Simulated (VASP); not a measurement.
# Lu3Au (Im-3m) in VASP: density of states with PBE

Aim: the density of states of Lu3Au with PBE.

Everything below comes from runs of VASP 6.6.1. Logs are shortened: lines on timing, memory, paths and dates and some standing lists are left out, and cuts for length are marked.

**1. The cell of the first run**

Symmetry: Im-3m, No. 229, cubic system. Conventional cell: a = 6.050 Å, b = 6.050 Å, c = 6.050 Å, α = 90.00°, β = 90.00°, γ = 90.00°. Lu (site symmetry 4/mmm) has 4 Lu at 3.03 Å and 2 Au at 3.03 Å within 4.0 Å. Au (site symmetry m-3m) has 6 Lu at 3.03 Å within 4.0 Å.

**2. Density of states, PBE**

Input file POSCAR:

```
Lu3Au
1.0
   -3.0252445272      3.0252445272      3.0252445272
    3.0252445272     -3.0252445272      3.0252445272
    3.0252445272      3.0252445272     -3.0252445272
Lu Au
3 1
Direct
    0.0000000000      0.5000000000      0.5000000000
    0.5000000000      0.0000000000      0.5000000000
    0.5000000000      0.5000000000      0.0000000000
    0.0000000000      0.0000000000      0.0000000000
```

Input file INCAR.step1:

```
PREC     = Accurate       # precision mode
ENCUT    = 520            # plane-wave cutoff, eV
EDIFF    = 1E-6           # SCF threshold, eV
ISMEAR   = 0              # smearing method
SIGMA    = 0.1            # smearing width, eV
LREAL    = F              # projectors in reciprocal space
LASPH    = T              # aspherical terms in the spheres
NELM     = 100            # most SCF steps
ALGO     = Normal         # electronic algorithm
ISIF     = 2              # what is computed and relaxed
LWAVE    = F              # write WAVECAR
LCHARG   = T              # write CHGCAR
LMAXMIX  = 4              # l up to which the mixer works
GGA      = PE             # functional
NBANDS   = 51             # bands
```

Input file KPOINTS.step1:

```
regular mesh
0
Gamma
  12 12 12
```

Input file INCAR.step2:

```
PREC     = Accurate       # precision mode
ENCUT    = 520            # plane-wave cutoff, eV
EDIFF    = 1E-6           # SCF threshold, eV
ISMEAR   = -5             # smearing method
SIGMA    = 0.1            # smearing width, eV
LREAL    = F              # projectors in reciprocal space
LASPH    = T              # aspherical terms in the spheres
NELM     = 100            # most SCF steps
ALGO     = Normal         # electronic algorithm
ISIF     = 2              # what is computed and relaxed
LWAVE    = F              # write WAVECAR
LCHARG   = F              # write CHGCAR
LMAXMIX  = 4              # l up to which the mixer works
GGA      = PE             # functional
LORBIT   = 11             # projections on sites
NBANDS   = 51             # bands
NEDOS    = 2001           # points of the DOS
ICHARG   = 11             # starting density
```

Input file KPOINTS.step2:

```
regular mesh
0
Gamma
  18 18 18
```

Potentials or basis: VASP PAW PBE potentials, release 64 (Lu, Au).

The run is started by

```bash
$ cat potpaw_PBE.64/Lu/POTCAR potpaw_PBE.64/Au/POTCAR > POTCAR
$ cp INCAR.step1 INCAR
$ cp KPOINTS.step1 KPOINTS
$ mpirun -np 1 vasp_std > vasp.out
$ cp INCAR.step2 INCAR
$ cp KPOINTS.step2 KPOINTS
$ mpirun -np 1 vasp_std > vasp.out
```

OUTCAR:

```text
PREC = Accurate
   ENCUT = 520
   EDIFF = 1E-6
   ISMEAR = -5
   LREAL = F
   LASPH = T
   NELM = 100
   ISIF = 2
   GGA = PE
   LORBIT = 11
   ICHARG = 11

 ion  position               nearest neighbor table
   1  0.000  0.500  0.500-   2 3.03   3 3.03   4 3.03   4 3.03   3 3.03   2 3.03
   2  0.500  0.000  0.500-   1 3.03   3 3.03   4 3.03   3 3.03   4 3.03   1 3.03
   3  0.500  0.500  0.000-   1 3.03   2 3.03   4 3.03   2 3.03   1 3.03   4 3.03
   4  0.000  0.000  0.000-   1 3.03   2 3.03   3 3.03   1 3.03   2 3.03   3 3.03

  LATTYP: Found a body centered cubic cell.
 ALAT       =     6.0504890544

  Lattice vectors:

 A1 = (  -3.0252445272,   3.0252445272,   3.0252445272)
 A2 = (   3.0252445272,  -3.0252445272,   3.0252445272)
 A3 = (   3.0252445272,   3.0252445272,  -3.0252445272)

Analysis of symmetry for initial positions (statically):
=====================================================================
 Subroutine PRICEL returns:
 Original cell was already a primitive cell.

 Routine SETGRP: Setting up the symmetry group for a
 body centered cubic supercell.

 Subroutine GETGRP returns: Found 48 space group operations
 (whereof 48 operations were pure point group operations)
 out of a pool of 48 trial point group operations.

The static configuration has the point symmetry O_h .

Analysis of symmetry for dynamics (positions and initial velocities):
=====================================================================
 Subroutine PRICEL returns:
 Original cell was already a primitive cell.

 Routine SETGRP: Setting up the symmetry group for a
 body centered cubic supercell.

 Subroutine GETGRP returns: Found 48 space group operations
 (whereof 48 operations were pure point group operations)
 out of a pool of 48 trial point group operations.

The dynamic configuration has the point symmetry O_h .

 Subroutine INISYM returns: Found 48 space group operations
 (whereof 48 operations are pure point group operations),
 and found     1 'primitive' translations

----------------------------------------------------------------------------------------

                                     Primitive cell

  volume of cell :     110.7494

  direct lattice vectors                    reciprocal lattice vectors
    -3.025244527  3.025244527  3.025244527     0.000000000  0.165275896  0.165275896
     3.025244527 -3.025244527  3.025244527     0.165275896  0.000000000  0.165275896
     3.025244527  3.025244527 -3.025244527     0.165275896  0.165275896  0.000000000

  length of vectors
     5.239877226  5.239877226  5.239877226     0.233735414  0.233735414  0.233735414

  position of ions in fractional coordinates (direct lattice)
     0.000000000  0.500000000  0.500000000
     0.500000000  0.000000000  0.500000000
     0.500000000  0.500000000  0.000000000
     0.000000000  0.000000000  0.000000000

  ion indices of the primitive-cell ions
   primitive index   ion index
                 1           1
                 2           2
                 3           3
                 4           4

----------------------------------------------------------------------------------------

 KPOINTS: regular mesh

Automatic generation of k-mesh.
 Grid dimensions read from file:
 generate k-points for:   18   18   18

 Generating k-lattice:

  Cartesian coordinates                     Fractional coordinates (reciprocal lattice)
     0.000000000  0.009181994  0.009181994     0.055555556  0.000000000  0.000000000
     0.009181994  0.000000000  0.009181994     0.000000000  0.055555556  0.000000000
     0.009181994  0.009181994  0.000000000     0.000000000  0.000000000  0.055555556

  Length of vectors
     0.012985301  0.012985301  0.012985301

  Shift w.r.t. Gamma in fractional coordinates (k-lattice)
     0.000000000  0.000000000  0.000000000

 TETIRR: Found   6794 inequivalent tetrahedra from    34992

 Subroutine IBZKPT returns following result:
 ===========================================

 Found    195 irreducible k-points:

 Following reciprocal coordinates:
            Coordinates               Weight
  0.000000  0.000000  0.000000      1.000000
  0.055556  0.000000  0.000000     12.000000
  0.111111  0.000000  0.000000     12.000000
  0.166667  0.000000  0.000000     12.000000
  0.222222  0.000000  0.000000     12.000000
  0.277778  0.000000  0.000000     12.000000
[... 16 lines left out ...]
  0.333333  0.111111  0.000000     48.000000
  0.388889  0.111111  0.000000     48.000000
 [... further k-points ...]
   k-points           NKPTS =    195   k-points in BZ     NKDIM =    195   number of bands    NBANDS=     51
   number of dos      NEDOS =   2001   number of ions     NIONS =      4
   total plane-waves  NPLWV =  64000
   dimension x,y,z NGX =    40 NGY =   40 NGZ =   40
   dimension x,y,z NGXF=    80 NGYF=   80 NGZF=   80
   ions per type =               3   1
   NGX,Y,Z   is equivalent  to a cutoff of  12.69, 12.69, 12.69 a.u.
   NGXF,Y,Z  is equivalent  to a cutoff of  25.38, 25.38, 25.38 a.u.
 SYSTEM =  unknown system
   PREC   = accura    normal or accurate (medium, high low for compatibility)
   ISTART =      0    job   : 0-new  1-cont  2-samecut
   ICHARG =     11    charge: 1-file 2-atom 10-const
   ISPIN  =      1    spin polarized calculation?
   LNONCOLLINEAR =      F non collinear calculations
   LSORBIT =      F    spin-orbit coupling
   LASPH  =      T    aspherical Exc in radial PAW
   ENCUT  =  520.0 eV  38.22 Ry    6.18 a.u.   9.74  9.74  9.74*2*pi/ulx,y,z
   NELM   =    100;   NELMIN=  2; NELMDL=  0     # of ELM steps
   EDIFF  = 0.1E-05   stopping-criterion for ELM
   LREAL  =      F    real-space projection
   EDIFFG = 0.1E-04   stopping-criterion for IOM
   NSW    =      0    number of steps for IOM
   IBRION =     -1    ionic relax: 0-MD 1-quasi-New 2-CG
   NFREE  =      0    steps in history (QN), initial steepest desc. (CG)
   ISIF   =      2    stress and relaxation
   ISYM   =      2    0-nonsym 1-usesym 2-fastsym
   POTIM  = 0.5000    time-step for ionic-motion
   TEBEG  =    0.0;   TEEND  =   0.0 temperature during run
   PSTRESS=    0.0 pullay stress
   NELECT =      86.0000    total number of electrons
   NUPDOWN=      -1.0000    fix difference up-down
   EMIN   =  10.00;   EMAX   =-10.00  energy-range for DOS
   EFERMI =   0.00;   METHOD = LEGACY
   ISMEAR =    -5;   SIGMA  =   0.10  broadening in eV -4-tet -1-fermi 0-gaus
   EFERMI_NEDOS =   21; number of points for ismear=-14 and -15
   IALGO  =     38    algorithm
   IMIX   =      4    mixing-type and parameters
     AMIX     =   0.40;   BMIX     =  1.00
     AMIX_MAG =   1.60;   BMIX_MAG =  1.00
  volume/ion in A,a.u.               =      27.69       186.84
  Fermi-wavevector in a.u.,A,eV,Ry     =   1.504737  2.843540 30.806752  2.264232
  Thomas-Fermi vector in A             =   2.615677
   LORBIT       =     11    0 simple, 1 ext, 2 COOP (PROOUT), +10 PAW based schemes
   GGA     = PE    functional components
   LHFCALC =     F    Hartree Fock is set to
   AEXX    =    0.0000 exact exchange contribution
   IVDW    =     0    specifies the selected vdW correction
   LEPSILON=     F    determine dielectric tensor
   LRPA    =     F    only Hartree local field effects (RPA)
 non-spin polarized calculation
 Fermi weights with tetrahedron method with Bloechl corrections
  energy-cutoff  :      520.00
  volume of cell :      110.75
 maximum number of plane-waves:      3043

 number of electron      85.9999947 magnetization

 Free energy of the ion-electron system (eV)
  ---------------------------------------------------
  ext. energy  EPLUGINS =         0.00000000
  ---------------------------------------------------
  free energy    TOTEN  =       -15.53238985 eV

  energy without entropy =      -15.53238985  energy(sigma->0) =      -15.53238985

 E-fermi :   2.9723     XC(G=0): -10.6403

 val. band max:        3.0029443316   @ k =   0.4444   0.0000   0.0000
 cond. band min:       2.9209550968   @ k =   0.1111   0.1111   0.1111
 fundamental gap:     -0.0819892349
 Fermi energy:         2.9723084173

 k-point     1 :       0.0000    0.0000    0.0000
  band No.  band energies     occupation
      1     -53.5327      2.00000
      2     -53.4507      2.00000
      3     -53.4507      2.00000
      4     -24.6307      2.00000
      5     -24.6307      2.00000
      6     -24.6307      2.00000
[... 43 lines left out ...]
     50       7.3135      0.00000
     51       7.3326      0.00000

 k-point     2 :       0.0556    0.0000    0.0000
  band No.  band energies     occupation
      1     -53.5321      2.00000
      2     -53.4512      2.00000
      3     -53.4507      2.00000
      4     -24.6308      2.00000
      5     -24.6248      2.00000
      6     -24.6245      2.00000
[... 43 lines left out ...]
     50       7.0738      0.00000
     51       7.2004      0.00000

 k-point     3 :       0.1111    0.0000    0.0000
  band No.  band energies     occupation
      1     -53.5305      2.00000
      2     -53.4529      2.00000
      3     -53.4507      2.00000
      4     -24.6311      2.00000
      5     -24.6075      2.00000
      6     -24.6060      2.00000
[... 43 lines left out ...]
     50       6.7708      0.00000
     51       6.9339      0.00000
[... 1027 lines left out ...]
 k-point    23 :       0.3333    0.1111    0.0000
  band No.  band energies     occupation
      1     -53.5090      2.00000
      2     -53.4741      2.00000
      3     -53.4511      2.00000
      4     -24.6100      2.00000
      5     -24.4333      2.00000
      6     -24.2948      2.00000
[... 43 lines left out ...]
     50       5.6495      0.00000
     51       6.1277      0.00000

 k-point    24 :       0.3889    0.1111    0.0000
  band No.  band energies     occupation
      1     -53.5051      2.00000
      2     -53.4781      2.00000
      3     -53.4511      2.00000
      4     -24.6103      2.00000
      5     -24.3702      2.00000
      6     -24.2365      2.00000
[... 43 lines left out ...]
     50       5.6305      0.00000
     51       6.1328      0.00000

 [... further k-points ...]
[... 5 lines left out ...]
  --------------------------------------------------------------------------------------
  -------------------------------------------------------------------------------------
  Total       -0.2538781     -0.2538781     -0.2538781      0.0000000      0.0000000      0.0000000
  in kB       -3.6727753     -3.6727753     -3.6727753      0.0000000      0.0000000      0.0000000
  external PRESSURE =      -3.6727753 kB  Pullay stress =       0.0000000 kB

 VOLUME and BASIS-vectors are now :
 -----------------------------------------------------------------------------
  energy-cutoff  :      520.00
  volume of cell :      110.75
      direct lattice vectors                 reciprocal lattice vectors
    -3.025244527  3.025244527  3.025244527     0.000000000  0.165275896  0.165275896
     3.025244527 -3.025244527  3.025244527     0.165275896  0.000000000  0.165275896
     3.025244527  3.025244527 -3.025244527     0.165275896  0.165275896  0.000000000

 POSITION                                       TOTAL-FORCE (eV/Angst)
 -----------------------------------------------------------------------------------
      3.02524      0.00000      0.00000         0.000000     -0.000000      0.000000
      0.00000      3.02524      0.00000         0.000000     -0.000000      0.000000
      0.00000      0.00000      3.02524        -0.000000      0.000000     -0.000000
      0.00000      0.00000      0.00000        -0.000000     -0.000000     -0.000000
 -----------------------------------------------------------------------------------
    total drift:                               -0.000000     -0.000000      0.000000

  FREE ENERGIE OF THE ION-ELECTRON SYSTEM (eV)
  ---------------------------------------------------
  free  energy   TOTEN  =       -15.5323898496 eV

  energy  without entropy=      -15.5323898496  energy(sigma->0) =      -15.53238985

 total charge

# of ion       s       p       d       f       tot
--------------------------------------------------
    1        2.385   6.022   0.871  13.962  23.240
    2        2.385   6.022   0.871  13.962  23.240
    3        2.385   6.022   0.871  13.962  23.240
    4        0.747   0.289   8.636   0.000   9.672
--------------------------------------------------
tot          7.901  18.354  11.249  41.887  79.391
```

Run time: 11 min. Hardware: 1 thread of Intel Xeon 6975P-C (Granite Rapids), shared host; peak memory 0.92 GiB.

Results:

- Valence electrons inside the program's atomic spheres: Lu 23.24; Au 9.67

Caveat: spin-orbit coupling is left out, which moves the levels of the heavy elements; tetrahedron occupations give inexact forces and stress in metals.
